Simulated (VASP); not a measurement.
Here is a VASP 6.6.1 calculation.

INCAR

```
SYSTEM = Cu
ALGO     = Normal         ! electronic algorithm
EDIFF    = 1E-8           ! SCF threshold, eV
ENCUT    = 520            ! plane-wave cutoff, eV
GGA      = PS             ! functional
ISIF     = 2              ! what is computed and relaxed
ISMEAR   = -1             ! smearing method
LASPH    = .True.         ! aspherical terms in the spheres
LCHARG   = .False.        ! write CHGCAR
LEFG     = .True.       
LREAL    = .False.        ! projectors in reciprocal space
LWAVE    = .False.        ! write WAVECAR
NBANDS   = 12             ! bands
NELM     = 60             ! most SCF steps
PREC     = Accurate       ! precision mode
SIGMA    = 0.08           ! smearing width, eV
```

Contents of KPOINTS:

```
k-points
0
Gamma
  19 19 19
  0 0 0
```

File POSCAR:

```
Cu
1.0
    0.0000000000      1.7713500000      1.8075000000
    1.7713500000      0.0000000000      1.8075000000
    1.7713500000      1.7713500000      0.0000000000
Cu
1
Direct
    0.0000000000      0.0000000000      0.0000000000
```

Potentials or basis: VASP PAW PBE potentials, release 64 (Cu).

The run is started by

```console
$ cat potpaw_PBE.64/Cu/POTCAR > POTCAR
$ mpirun -np 1 vasp_std > vasp.out
```

(1) Estimate the pressure.

## Answers

(1) 0.2 GPa.

Caveat: the cell differs from its parent crystal (equal xx and yy strain of -2 %); without QUAD_EFG the Cq values of the log hold for a quadrupole moment of 1 mb, not for the nuclei; the PAW data sets were made with another functional, which shifts forces and pressure a little.
